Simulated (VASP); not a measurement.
Input of a VASP 6.6.1 run:

Contents of INCAR:

```
SYSTEM = Cs
PREC     = Accurate       ! precision mode
ENCUT    = 520            ! plane-wave cutoff, eV
EDIFF    = 1E-7           ! SCF threshold, eV
ISMEAR   = -1             ! smearing method
SIGMA    = 0.08           ! smearing width, eV
LREAL    = .FALSE.        ! projectors in reciprocal space
LASPH    = .TRUE.         ! aspherical terms in the spheres
NELM     = 80             ! most SCF steps
ALGO     = Normal         ! electronic algorithm
ISIF     = 2              ! what is computed and relaxed
LWAVE    = .FALSE.        ! write WAVECAR
LCHARG   = .FALSE.        ! write CHGCAR
GGA      = PS             ! functional
NBANDS   = 10             ! bands
```

KPOINTS

```
regular mesh
0
G
  8 8 8
  0 0 0
```

File POSCAR:

```
Cs
1.0
    4.3707894271      0.0000000000      0.0000000000
    0.0000000000      4.3707894271      0.0000000000
    0.0000000000      0.0000000000      4.3707894271
Cs
1
Direct
    0.0000000000      0.0000000000      0.0000000000
```

Potentials or basis: VASP PAW PBE potentials, release 64 (Cs_sv).

Command:

```sh
$ cat potpaw_PBE.64/Cs_sv/POTCAR > POTCAR
$ mpirun -np 1 vasp_std > vasp.out
```

(1) Estimate the pressure.

Answers

(1) 0.8 GPa.

Caveat: the PAW data sets were made with another functional, which shifts forces and pressure a little.
